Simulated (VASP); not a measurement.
A run of VASP 6.6.1 is set up as follows.

INCAR

```
ALGO = Normal ; EDIFF = 1E-8
ENCUT = 600 ; GGA = PE
IBRION = 6 ; ISIF = 3
ISMEAR = 0 ; LASPH = True
LCHARG = False ; LREAL = False
LWAVE = False ; NELM = 100
NFREE = 2 ; NSW = 1
POTIM = 0.015 ; PREC = Accurate
SIGMA = 0.01
```

Contents of KPOINTS:

```
k-points
0
Gamma
  8 8 8
```

POSCAR

```
NaF
1.0
    0.0000000000      2.3505835796      2.3505835796
    2.3505835796      0.0000000000      2.3505835796
    2.3505835796      2.3505835796      0.0000000000
Na F
1 1
Direct
    0.0000000000      0.0000000000      0.0000000000
    0.5000000000      0.5000000000      0.5000000000
```

Potentials or basis: VASP PAW PBE potentials, release 64 (Na_pv, F).

Launch:

```bash
$ cat potpaw_PBE.64/Na_pv/POTCAR potpaw_PBE.64/F/POTCAR > POTCAR
$ mpirun -np 1 vasp_std > vasp.out
```

Problem. Estimate the elastic constants C11, C12, C44.

Solution. 90, 21, 26 GPa.

Problem. Predict the Voigt bulk modulus.

Solution. 44 GPa.

Problem. Estimate the highest phonon frequency at Γ, LO-TO splitting left out.

Solution. 227 cm⁻¹.

Phonon frequencies in cm⁻¹ (negative: imaginary):
```tsv
q point	frequencies
(0.000, 0.000, 0.000)	-1 -1 -1 227 227 227
```
